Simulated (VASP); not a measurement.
Input of a VASP 6.6.1 run:

INCAR

```
SYSTEM = C
  PREC = Accurate
  ENCUT = 520
  EDIFF = 1E-6
  ISMEAR = 0
  SIGMA = 0.05
  LREAL = Auto
  LASPH = .TRUE.
  NELM = 100
  ALGO = Normal
  ISIF = 2
  LWAVE = .FALSE.
  LCHARG = .TRUE.
  GGA = PE
  LELF = .TRUE.
  LVHAR = .TRUE.
  NBANDS = 43
```

KPOINTS

```
regular mesh
0
G
  6 6 6
  0 0 0
```

POSCAR

```
C
1.0
    3.5715485858      0.0000000000     -3.5715485858
    0.0000000000      3.5715485858     -3.5715485858
    3.5715485858      3.5715485858      0.0000000000
C
15
Direct
    0.2500000000      0.2500000000      0.2500000000
    0.2500000000      0.7500000000      0.7500000000
    0.2500000000      0.7500000000      0.2500000000
    0.7500000000      0.2500000000      0.7500000000
    0.7500000000      0.2500000000      0.2500000000
    0.7500000000      0.7500000000      0.7500000000
    0.7500000000      0.7500000000      0.2500000000
    0.1250000000      0.1250000000      0.1250000000
    0.1250000000      0.1250000000      0.6250000000
    0.1250000000      0.6250000000      0.1250000000
   -0.0106459642      0.6718750000      0.6693854821
    0.6250000000      0.1250000000      0.1250000000
    0.6250000000      0.1250000000      0.6250000000
    0.6250000000      0.6250000000      0.1250000000
    0.6250000000      0.6250000000      0.6250000000
```

Potentials or basis: VASP PAW PBE potentials, release 64 (C).

Launch:

```bash
$ cat potpaw_PBE.64/C/POTCAR > POTCAR
$ mpirun -np 1 vasp_std > vasp.out
```

(1) Estimate the pressure.

(2) What does it give for the band gap on the k mesh?

(3) Estimate the largest force.

Results:

(1) 30.7 GPa.

(2) zero (bands 30 and 31 overlap by 1.30 eV).

(3) 67.396 eV/Å.

Caveat: the cell differs from its parent crystal (atoms taken out, atom 11 moved -0.125 of the way to it and +0.525 Å across, host rigid); atoms lie so close that the PAW spheres overlap strongly, which falsifies energies and pressures.
